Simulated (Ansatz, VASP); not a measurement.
## One calculation of TlCl, two programs

```
Tl Cl
1.0
     3.79363    0.00000    0.00000
     0.00000    3.79363    0.00000
     0.00000    0.00000    3.79363
Tl Cl
1 1
Direct
  0.00000 0.00000 0.00000
  0.50000 0.50000 0.50000
```

Alike in both runs: task single point; functional HSE06; k mesh 4 × 4 × 4; no spin polarisation.

|  | VASP | Ansatz |
| --- | --- | --- |
| version | VASP 6.6.1 | Ansatz 0.2.0 |
| potentials or method | VASP PAW PBE potentials, release 64 (Tl_d, Cl), cutoff 400 eV | plane waves |
| occupations | gaussian, width 0.01 eV | fixed |
| valence electrons in the cell | 20 | 20 |

VASP gave:

```
gap on the k mesh at the Fermi level (eV) : 2.74
pressure (GPa)                            : 1.9
```

Q: What did Ansatz give for the same quantities?

A: gap on the k mesh at the Fermi level (eV): 2.74; pressure (GPa): 2.0.

Ansatz's warnings: stress exchange threshold loose, stress scf threshold loose.

Spin-orbit coupling is off throughout.
